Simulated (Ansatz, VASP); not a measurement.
**Hf2Bi3O2 in VASP and in Ansatz**

```
CELL_PARAMETERS angstrom
4.18775 0.00000 0.00000
0.00000 4.18775 0.00000
0.00000 0.00000 9.12102
ATOMIC_POSITIONS crystal
Hf 0.00000 0.00000 0.72101
Hf 0.00000 0.00000 0.08582
Bi 0.50000 0.50000 0.83125
Bi 0.50000 0.00000 0.45871
Bi 0.00000 0.50000 0.45871
O 0.50000 0.00000 0.09933
O 0.00000 0.50000 0.09933
```

Alike in both runs: functional PBE; k mesh 4 × 4 × 2; occupations gaussian, width 0.1 eV; no spin polarisation.

Ansatz relaxed the structure, and its values are those at the end. VASP's run is a single point on that final structure, the one shown.

|  | VASP | Ansatz |
| --- | --- | --- |
| version | VASP 6.6.1 | Ansatz 0.2.0 |
| potentials or method | VASP PAW PBE potentials, release 64 (Hf_pv, Bi_d, O), cutoff 600 eV | scalar-relativistic, plane waves, PAW |
| valence electrons in the cell | 77 | 109 |

Ansatz gave:

```
gap on the k mesh at the Fermi level (eV) : none
pressure (GPa)                            : -0.1
rms of the force components (eV/Å)        : 0.013
```

Question: Which values does VASP return?

Answer: gap on the k mesh at the Fermi level (eV): none; pressure (GPa): -0.7; rms of the force components (eV/Å): 0.016.

A gap of «none» marks a metal or a gap that the smearing closes. The functional is the same, so the differences come from potentials, cutoffs and numerics. VASP's potentials hold 77 valence electrons a cell and Ansatz's 109, so a difference there can come from the potentials and not from the codes.

The k mesh is coarse, so the values compare programs but aren't converged. Neither program's run includes spin-orbit coupling.
